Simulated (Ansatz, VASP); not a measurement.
# Two plane-wave programs on Ta3SiO4

File INCAR:

```
ALGO = Normal ; EDIFF = 1E-7
ENCUT = 520 ; GGA = PE
ISIF = 2 ; ISMEAR = 0
LASPH = True ; LCHARG = True
LELF = True ; LREAL = False
LVHAR = True ; LWAVE = False
NBANDS = 40 ; NELM = 100
PREC = Accurate ; SIGMA = 0.1
```

KPOINTS

```
k-points
0
Gamma
  4 4 4
```

File POSCAR:

```
Ta3SiO4
1.0
    4.8732149300      0.0000000000      0.0000000000
    0.0000000000      4.8732149300      0.0000000000
    0.0000000000      0.0000000000      4.8732149300
Ta Si O
3 1 4
Direct
    0.0000000000      0.5000000000      0.5000000000
    0.5000000000      0.0000000000      0.5000000000
    0.5000000000      0.5000000000      0.0000000000
    0.0000000000      0.0000000000      0.0000000000
    0.5000000000      0.0000000000      0.0000000000
    0.0000000000      0.5000000000      0.0000000000
    0.0000000000      0.0000000000      0.5000000000
    0.5000000000      0.5000000000      0.5000000000
```

Input for Ansatz:

```yaml
crystal:
  lattice:
    - [4.87321493, 0.0, 0.0]
    - [0.0, 4.87321493, 0.0]
    - [0.0, 0.0, 4.87321493]
  atoms:
    - { symbol: Ta, position: [0.0, 0.5, 0.5] }
    - { symbol: Ta, position: [0.5, 0.0, 0.5] }
    - { symbol: Ta, position: [0.5, 0.5, 0.0] }
    - { symbol: Si, position: [0.0, 0.0, 0.0] }
    - { symbol: O, position: [0.5, 0.0, 0.0] }
    - { symbol: O, position: [0.0, 0.5, 0.0] }
    - { symbol: O, position: [0.0, 0.0, 0.5] }
    - { symbol: O, position: [0.5, 0.5, 0.5] }
basis:
  ecutwfc: 420
kpoints:
  mp_grid: { grid: [4, 4, 4] }
hamiltonian:
  xc: pbe
scf:
  occupations: { method: gaussian, width: 0.1 }
  lower_state_search: "off"
output:
  forces: true
  stress: true
  eigenvalues: true
```

Alike in both runs: task single point; functional PBE; k mesh 4 × 4 × 4; occupations gaussian, width 0.1 eV; no spin polarisation.

```csv
,VASP,Ansatz
version,VASP 6.6.1,Ansatz 0.2.0
potentials or method,"VASP PAW PBE potentials, release 64 (Ta_pv, Si, O), cutoff 520 eV","scalar-relativistic, plane waves, PAW"
valence electrons in the cell,61,67
```

|  | VASP | Ansatz | Ansatz less VASP |
| --- | --- | --- | --- |
| gap on the k mesh at the Fermi level (eV) | none | none | - |
| pressure (GPa) | -27.5 | -27.6 | -0.06 |

A gap of «none» marks a metal or a gap that the smearing closes. VASP's potentials hold 61 valence electrons a cell and Ansatz's 67, so a difference there can come from the potentials and not from the codes.

Neither program's run includes spin-orbit coupling.
